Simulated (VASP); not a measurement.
# NaNb16 (a cell with a defect) in VASP: single point with PBE

Aim: the single point of NaNb16 (a cell with a defect) with PBE.

Program: VASP 6.6.1. These are calculated values, not measurements. Logs are shortened: lines on timing, memory, paths and dates and some standing lists are left out, and cuts for length are marked.

## (1) The cell of the first run

The cell holds a defect, 17 atoms: a = 6.600 Å, b = 6.600 Å, c = 6.600 Å, α = 90.00°, β = 90.00°, γ = 90.00°.

## (2) Single point, PBE

INCAR

```
SYSTEM = NaNb16
PREC = Accurate
ENCUT = 520
EDIFF = 1E-6
ISMEAR = -1
SIGMA = 0.1
LREAL = Auto
LASPH = .True.
NELM = 80
ALGO = Normal
ISIF = 2
LWAVE = .False.
LCHARG = .False.
GGA = PE
NBANDS = 122
```

KPOINTS

```
Automatic mesh
0
Gamma
  2 2 2
  0 0 0
```

POSCAR

```
NaNb16
1.0
    6.6000000000      0.0000000000      0.0000000000
    0.0000000000      6.6000000000      0.0000000000
    0.0000000000      0.0000000000      6.6000000000
Nb Na
16 1
Direct
   -0.0011041030      0.0000814762     -0.0072834739
    0.4976794358      0.0001546438      0.0081747913
    0.0171659361      0.4999204279      0.0110298932
    0.0157884624      0.0001566858      0.4907674910
    0.2412566660      0.2641200496      0.2345647494
    0.5102571793      0.5000516346      0.0073953362
    0.4273814112      0.0002952285      0.4212306669
    0.7538242689      0.2497707400      0.2572141320
    0.0134454388      0.5000565485      0.5041020394
    0.2412815819      0.7362653002      0.2345790972
    0.2633814897      0.2497885462      0.7471719413
    0.5083455296      0.5001316467      0.5020171968
    0.7539381863      0.7503121433      0.2572356576
    0.7850090931      0.2949052909      0.7798688171
    0.2634203216      0.7502990712      0.7472888597
    0.7855041904      0.7044151690      0.7803716830
    0.6605678120     -0.0008313025      0.6513779219
```

Potentials or basis: VASP PAW PBE potentials, release 64 (Nb_sv, Na_pv).

Command:

```bash
> cat potpaw_PBE.64/Nb_sv/POTCAR potpaw_PBE.64/Na_pv/POTCAR > POTCAR
> mpirun -np 1 vasp_std > vasp.out
```

OUTCAR:

```text
SYSTEM = NaNb16
   PREC = Accurate
   ENCUT = 520
   EDIFF = 1E-6
   ISMEAR = -1
   LREAL = Auto
   LASPH = .True.
   NELM = 80
   ISIF = 2
   GGA = PE

 ion  position               nearest neighbor table
   1  0.999  0.000  0.993-  14 2.78  16 2.78  10 2.85   5 2.85  13 2.89   8 2.89  11 2.90  15 2.90

   2  0.498  0.000  0.008-  17 2.59   7 2.77  11 2.84  15 2.84  10 2.85   5 2.85   8 2.88  13 2.88

   3  0.017  0.500  0.011-  16 2.54  14 2.55   5 2.61  10 2.61   8 2.90  13 2.90  11 2.90  15 2.90

   4  0.016  0.000  0.491-  17 2.57   7 2.76   8 2.84  13 2.84  10 2.85   5 2.85  11 2.87  15 2.87

   5  0.241  0.264  0.235-   7 2.46   3 2.61   6 2.80   9 2.80   4 2.85   2 2.85   1 2.85  12 2.94

   6  0.510  0.500  0.007-  16 2.71  14 2.72   5 2.80  10 2.80   8 2.83  13 2.83  15 2.89  11 2.89

   7  0.427  0.000  0.421-  17 2.16   5 2.46  10 2.46   4 2.76   2 2.77  11 2.92  15 2.92   8 2.92
                            13 2.92
   8  0.754  0.250  0.257-  12 2.82   6 2.83   4 2.84   2 2.88   9 2.88   1 2.89   3 2.90   7 2.92

   9  0.013  0.500  0.504-  16 2.72  14 2.72   5 2.80  10 2.80  11 2.83  15 2.83  13 2.88   8 2.88

  10  0.241  0.736  0.235-   7 2.46   3 2.61   6 2.80   9 2.80   4 2.85   2 2.85   1 2.85  12 2.94

  11  0.263  0.250  0.747-  12 2.82   9 2.83   2 2.84   4 2.87   6 2.89   1 2.90   3 2.90   7 2.92

  12  0.508  0.500  0.502-  15 2.82  11 2.82  13 2.82   8 2.82  14 2.92  16 2.92   5 2.94  10 2.94

  13  0.754  0.750  0.257-  12 2.82   6 2.83   4 2.84   2 2.88   9 2.88   1 2.89   3 2.90   7 2.92

  14  0.785  0.295  0.780-  17 2.28   3 2.55  16 2.70   6 2.72   9 2.72   1 2.78  12 2.92
  15  0.263  0.750  0.747-  12 2.82   9 2.83   2 2.84   4 2.87   6 2.89   1 2.90   3 2.90   7 2.92

  16  0.786  0.704  0.780-  17 2.28   3 2.54  14 2.70   6 2.71   9 2.72   1 2.78  12 2.92
  17  0.661  0.999  0.651-   7 2.16  16 2.28  14 2.28   4 2.57   2 2.59

  LATTYP: Found a simple cubic cell.
 ALAT       =     6.6000000000

  Lattice vectors:

 A1 = (   6.6000000000,   0.0000000000,   0.0000000000)
 A2 = (   0.0000000000,   6.6000000000,   0.0000000000)
 A3 = (   0.0000000000,   0.0000000000,   6.6000000000)

Analysis of symmetry for initial positions (statically):
=====================================================================
 Subroutine PRICEL returns:
 Original cell was already a primitive cell.

 Routine SETGRP: Setting up the symmetry group for a
 simple cubic supercell.

 Subroutine GETGRP returns: Found  1 space group operations
 (whereof  1 operations were pure point group operations)
 out of a pool of 48 trial point group operations.

The static configuration has the point symmetry C_1 .

Analysis of symmetry for dynamics (positions and initial velocities):
=====================================================================
 Subroutine PRICEL returns:
 Original cell was already a primitive cell.

 Routine SETGRP: Setting up the symmetry group for a
 simple cubic supercell.

 Subroutine GETGRP returns: Found  1 space group operations
 (whereof  1 operations were pure point group operations)
 out of a pool of 48 trial point group operations.

The dynamic configuration has the point symmetry C_1 .

 Subroutine INISYM returns: Found  1 space group operations
 (whereof  1 operations are pure point group operations),
 and found     1 'primitive' translations

----------------------------------------------------------------------------------------

                                     Primitive cell

  volume of cell :     287.4960

  direct lattice vectors                    reciprocal lattice vectors
     6.600000000  0.000000000  0.000000000     0.151515152  0.000000000  0.000000000
     0.000000000  6.600000000  0.000000000     0.000000000  0.151515152  0.000000000
     0.000000000  0.000000000  6.600000000     0.000000000  0.000000000  0.151515152

  length of vectors
     6.600000000  6.600000000  6.600000000     0.151515152  0.151515152  0.151515152

  position of ions in fractional coordinates (direct lattice)
     0.998895897  0.000081476  0.992716526
     0.497679436  0.000154644  0.008174791
     0.017165936  0.499920428  0.011029893
     0.015788462  0.000156686  0.490767491
     0.241256666  0.264120050  0.234564749
     0.510257179  0.500051635  0.007395336
[... 9 lines left out ...]
     0.785504190  0.704415169  0.780371683
     0.660567812  0.999168697  0.651377922

  ion indices of the primitive-cell ions
   primitive index   ion index
                 1           1
                 2           2
                 3           3
                 4           4
                 5           5
                 6           6
[... 9 lines left out ...]
                16          16
                17          17

----------------------------------------------------------------------------------------

 KPOINTS: Automatic mesh

Automatic generation of k-mesh.
 Grid dimensions read from file:
 generate k-points for:    2    2    2

 Generating k-lattice:

  Cartesian coordinates                     Fractional coordinates (reciprocal lattice)
     0.075757576  0.000000000  0.000000000     0.500000000  0.000000000  0.000000000
     0.000000000  0.075757576  0.000000000     0.000000000  0.500000000  0.000000000
     0.000000000  0.000000000  0.075757576     0.000000000  0.000000000  0.500000000

  Length of vectors
     0.075757576  0.075757576  0.075757576

  Shift w.r.t. Gamma in fractional coordinates (k-lattice)
     0.000000000  0.000000000  0.000000000

 Subroutine IBZKPT returns following result:
 ===========================================

 Found      8 irreducible k-points:

 Following reciprocal coordinates:
            Coordinates               Weight
  0.000000  0.000000  0.000000      1.000000
  0.500000  0.000000  0.000000      1.000000
  0.000000  0.500000  0.000000      1.000000
  0.000000  0.000000  0.500000      1.000000
  0.500000  0.500000  0.000000      1.000000
  0.000000  0.500000  0.500000      1.000000
  0.500000  0.000000  0.500000      1.000000
  0.500000  0.500000  0.500000      1.000000
   k-points           NKPTS =      8   k-points in BZ     NKDIM =      8   number of bands    NBANDS=    122
   number of dos      NEDOS =    301   number of ions     NIONS =     17
   total plane-waves  NPLWV = 125000
   dimension x,y,z NGX =    50 NGY =   50 NGZ =   50
   dimension x,y,z NGXF=   100 NGYF=  100 NGZF=  100
   ions per type =              16   1
   NGX,Y,Z   is equivalent  to a cutoff of  12.59, 12.59, 12.59 a.u.
   NGXF,Y,Z  is equivalent  to a cutoff of  25.19, 25.19, 25.19 a.u.
 SYSTEM =  NaNb16
   PREC   = accura    normal or accurate (medium, high low for compatibility)
   ISTART =      0    job   : 0-new  1-cont  2-samecut
   ICHARG =      2    charge: 1-file 2-atom 10-const
   ISPIN  =      1    spin polarized calculation?
   LNONCOLLINEAR =      F non collinear calculations
   LSORBIT =      F    spin-orbit coupling
   LASPH  =      T    aspherical Exc in radial PAW
   ENCUT  =  520.0 eV  38.22 Ry    6.18 a.u.  12.27 12.27 12.27*2*pi/ulx,y,z
   NELM   =     80;   NELMIN=  2; NELMDL= -5     # of ELM steps
   EDIFF  = 0.1E-05   stopping-criterion for ELM
   LREAL  =      T    real-space projection
   EDIFFG = 0.1E-04   stopping-criterion for IOM
   NSW    =      0    number of steps for IOM
   IBRION =     -1    ionic relax: 0-MD 1-quasi-New 2-CG
   NFREE  =      0    steps in history (QN), initial steepest desc. (CG)
   ISIF   =      2    stress and relaxation
   ISYM   =      2    0-nonsym 1-usesym 2-fastsym
   POTIM  = 0.5000    time-step for ionic-motion
   TEBEG  =    0.0;   TEEND  =   0.0 temperature during run
   PSTRESS=    0.0 pullay stress
   NELECT =     215.0000    total number of electrons
   NUPDOWN=      -1.0000    fix difference up-down
   EMIN   =  10.00;   EMAX   =-10.00  energy-range for DOS
   EFERMI =   0.00;   METHOD = LEGACY
   ISMEAR =    -1;   SIGMA  =   0.10  broadening in eV -4-tet -1-fermi 0-gaus
   EFERMI_NEDOS =   21; number of points for ismear=-14 and -15
   IALGO  =     38    algorithm
   IMIX   =      4    mixing-type and parameters
     AMIX     =   0.40;   BMIX     =  1.00
     AMIX_MAG =   1.60;   BMIX_MAG =  1.00
  volume/ion in A,a.u.               =      16.91       114.12
  Fermi-wavevector in a.u.,A,eV,Ry     =   1.485971  2.808078 30.043165  2.208110
  Thomas-Fermi vector in A             =   2.599316
   LORBIT       =      0    0 simple, 1 ext, 2 COOP (PROOUT), +10 PAW based schemes
   GGA     = PE    functional components
   LHFCALC =     F    Hartree Fock is set to
   AEXX    =    0.0000 exact exchange contribution
   IVDW    =     0    specifies the selected vdW correction
   LEPSILON=     F    determine dielectric tensor
   LRPA    =     F    only Hartree local field effects (RPA)
 non-spin polarized calculation
  energy-cutoff  :      520.00
  volume of cell :      287.50
 maximum number of plane-waves:      7809
 NGX is ok and might be reduce to    50
   NGX = 25   NGY = 25   NGZ = 25

 number of electron     215.0000007 magnetization

 Free energy of the ion-electron system (eV)
  ---------------------------------------------------
  ext. energy  EPLUGINS =         0.00000000
  ---------------------------------------------------
  free energy    TOTEN  =      -157.39245991 eV

  energy without entropy =     -156.99036184  energy(sigma->0) =     -157.19141087

 E-fermi :  11.7093     XC(G=0): -12.6288

 val. band max:       11.7071135944   @ k =   0.0000   0.0000   0.0000
 cond. band min:      11.7263340442   @ k =   0.0000   0.0000   0.0000
 fundamental gap:      0.0192204499
 Fermi energy:        11.7093409427

 k-point     1 :       0.0000    0.0000    0.0000
  band No.  band energies     occupation
      1     -42.8878      2.00000
      2     -42.7344      2.00000
      3     -42.6909      2.00000
      4     -42.6640      2.00000
      5     -42.6467      2.00000
      6     -42.6422      2.00000
[... 111 lines left out ...]
    118      13.5748      0.00000
    119      13.5816      0.00000

 k-point     2 :       0.5000    0.0000    0.0000
  band No.  band energies     occupation
      1     -42.8355      2.00000
      2     -42.8043      2.00000
      3     -42.6967      2.00000
      4     -42.6789      2.00000
      5     -42.6492      2.00000
      6     -42.6445      2.00000
[... 111 lines left out ...]
    118      13.1760      0.00000
    119      13.5712      0.00000

 k-point     3 :       0.0000    0.5000    0.0000
  band No.  band energies     occupation
      1     -42.8209      2.00000
      2     -42.8163      2.00000
      3     -42.6881      2.00000
      4     -42.6622      2.00000
      5     -42.6542      2.00000
      6     -42.6529      2.00000
[... 111 lines left out ...]
    118      13.2178      0.00000
    119      13.4445      0.00000

 k-point     4 :       0.0000    0.0000    0.5000
  band No.  band energies     occupation
      1     -42.8355      2.00000
      2     -42.8045      2.00000
      3     -42.6967      2.00000
      4     -42.6796      2.00000
      5     -42.6478      2.00000
      6     -42.6447      2.00000
[... 111 lines left out ...]
    118      13.1741      0.00000
    119      13.5636      0.00000

 k-point     5 :       0.5000    0.5000    0.0000
  band No.  band energies     occupation
      1     -42.7999      2.00000
      2     -42.7800      2.00000
      3     -42.7372      2.00000
      4     -42.7179      2.00000
      5     -42.6518      2.00000
      6     -42.6501      2.00000
[... 111 lines left out ...]
    118      12.8737      0.00002
    119      13.4669      0.00000

 k-point     6 :       0.0000    0.5000    0.5000
  band No.  band energies     occupation
      1     -42.7996      2.00000
      2     -42.7799      2.00000
      3     -42.7373      2.00000
      4     -42.7189      2.00000
      5     -42.6508      2.00000
      6     -42.6497      2.00000
[... 111 lines left out ...]
    118      12.8696      0.00002
    119      13.4687      0.00000

 k-point     7 :       0.5000    0.0000    0.5000
  band No.  band energies     occupation
      1     -42.8038      2.00000
      2     -42.7671      2.00000
      3     -42.7468      2.00000
      4     -42.7414      2.00000
      5     -42.6434      2.00000
      6     -42.6424      2.00000
[... 111 lines left out ...]
    118      13.1703      0.00000
    119      13.1739      0.00000

 k-point     8 :       0.5000    0.5000    0.5000
  band No.  band energies     occupation
      1     -42.7793      2.00000
      2     -42.7524      2.00000
      3     -42.7357      2.00000
      4     -42.7213      2.00000
      5     -42.6902      2.00000
      6     -42.6887      2.00000
[... 111 lines left out ...]
    118      13.6705      0.00000
    119      13.7617      0.00000
 [bands above 119 left out]

------------------------ aborting loop because EDIFF is reached ----------------------------------------

  FORCE on cell =-STRESS in cart. coord.  units (eV):
  Direction    XX          YY          ZZ          XY          YZ          ZX
  --------------------------------------------------------------------------------------
  -------------------------------------------------------------------------------------
  Total       28.4106506     28.7730269     28.4387192     -0.0413591     -0.0427890      4.4688504
  in kB      158.3288126    160.3482878    158.4852352     -0.2304887     -0.2384575     24.9043145
  external PRESSURE =     159.0541119 kB  Pullay stress =       0.0000000 kB

 VOLUME and BASIS-vectors are now :
 -----------------------------------------------------------------------------
  energy-cutoff  :      520.00
  volume of cell :      287.50
      direct lattice vectors                 reciprocal lattice vectors
     6.600000000  0.000000000  0.000000000     0.151515152  0.000000000  0.000000000
     0.000000000  6.600000000  0.000000000     0.000000000  0.151515152  0.000000000
     0.000000000  0.000000000  6.600000000     0.000000000  0.000000000  0.151515152

 POSITION                                       TOTAL-FORCE (eV/Angst)
 -----------------------------------------------------------------------------------
      6.59271      0.00054      6.55193         0.011469      0.001198     -0.004660
      3.28468      0.00102      0.05395        -0.009044     -0.001476      0.018470
      0.11330      3.29947      0.07280        -0.010444     -0.003768     -0.023050
      0.10420      0.00103      3.23907         0.006107     -0.001185     -0.005299
      1.59229      1.74319      1.54813        -0.012848      0.010719     -0.013978
      3.36770      3.30034      0.04881        -0.003678     -0.001635      0.019461
[... 9 lines left out ...]
      5.18433      4.64914      5.15045         0.016848     -0.037992      0.011620
      4.35975      6.59451      4.29909         0.021637      0.002280      0.022927
 -----------------------------------------------------------------------------------
    total drift:                               -0.000067     -0.000736     -0.000098

  FREE ENERGIE OF THE ION-ELECTRON SYSTEM (eV)
  ---------------------------------------------------
  free  energy   TOTEN  =      -157.3924599110 eV

  energy  without entropy=     -156.9903618360  energy(sigma->0) =     -157.19141087
```

Wall time 11 min (1 thread of Intel Xeon Platinum 8259CL at 2.50GHz (Skylake/Cascade Lake), shared host); peak memory 0.45 GiB.

What came out:

```
Free energy            : -157.3925 eV
Pressure               : 15.9 GPa
Largest force          : 0.048 eV/Å
Band gap on the k mesh : zero (an odd number of electrons rules out a gap without spin polarisation)
```

Forces on the atoms (eV/Å):
```
Nb   0.011  0.001 -0.005
Nb  -0.009 -0.001  0.018
Nb  -0.010 -0.004 -0.023
Nb   0.006 -0.001 -0.005
Nb  -0.013  0.011 -0.014
Nb  -0.004 -0.002  0.019
Nb  -0.030  0.003 -0.033
Nb   0.006 -0.004 -0.004
Nb   0.011 -0.001  0.006
Nb  -0.012 -0.011 -0.012
Nb  -0.002  0.000  0.011
Nb  -0.006  0.000 -0.005
Nb   0.003  0.003 -0.008
Nb   0.017  0.043  0.012
Nb  -0.007  0.000  0.007
Nb   0.017 -0.038  0.012
Na   0.022  0.002  0.023
```

Caveat: the k points lie up to 0.48 Å⁻¹ apart, too coarse for converged energies and pressures of a metal.
